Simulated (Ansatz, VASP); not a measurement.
## One calculation of B, two programs

File INCAR:

```
PREC = Accurate ; ENCUT = 520
EDIFF = 1E-7 ; ISMEAR = -1
SIGMA = 0.05 ; LREAL = False
LASPH = True ; NELM = 100
ALGO = Normal ; ISIF = 2
LWAVE = False ; LCHARG = True
GGA = PE ; LELF = True
LVHAR = True ; NBANDS = 8
```

File KPOINTS:

```
regular mesh
0
Gamma
  22 22 22
```

File POSCAR:

```
B
1.0
    1.5151833025      0.0000000000      0.0000000000
    0.0000000000      1.5151833025      0.0000000000
    0.0000000000      0.0000000000      1.5151833025
B
1
Direct
    0.0000000000      0.0000000000      0.0000000000
```

Input for Ansatz:

```yaml
crystal:
  lattice:
    - [1.5151833025, 0.0, 0.0]
    - [0.0, 1.5151833025, 0.0]
    - [0.0, 0.0, 1.5151833025]
  atoms:
    - { symbol: B, position: [0.0, 0.0, 0.0] }
kpoints:
  mp_grid: { grid: [22, 22, 22] }
scf:
  occupations: { method: fermi_dirac, width: 0.05 }
hamiltonian:
  xc: pbe
  pseudopotentials: { kind: nc }
output:
  forces: true
  stress: true
  eigenvalues: true
```

Change from the starting cell: volume scaled by 0.52, norm-conserving files.

Alike in both runs: task single point; functional PBE; k mesh 22 × 22 × 22; occupations fermi-dirac, width 0.05 eV; no spin polarisation.

|  | VASP | Ansatz |
| --- | --- | --- |
| version | VASP 6.6.1 | Ansatz 0.2.0 |
| potentials or method | VASP PAW PBE potentials, release 64 (B) | norm-conserving pseudopotentials, scalar-relativistic |
| plane-wave cutoff (eV) | 520 | 1116 |
| valence electrons in the cell | 3 | 3 |

VASP gave:

* pressure (GPa): 481.7

**Question.** What did Ansatz give for the same quantities?

**Answer.** Pressure (GPa): 477.6.

Both programs put the cell under a high pressure, so it lies far from rest at this level. With one functional, cell and mesh, what is left measures potentials, basis and numerics.

Noted on VASP's run: the cell as given lies far from equilibrium.
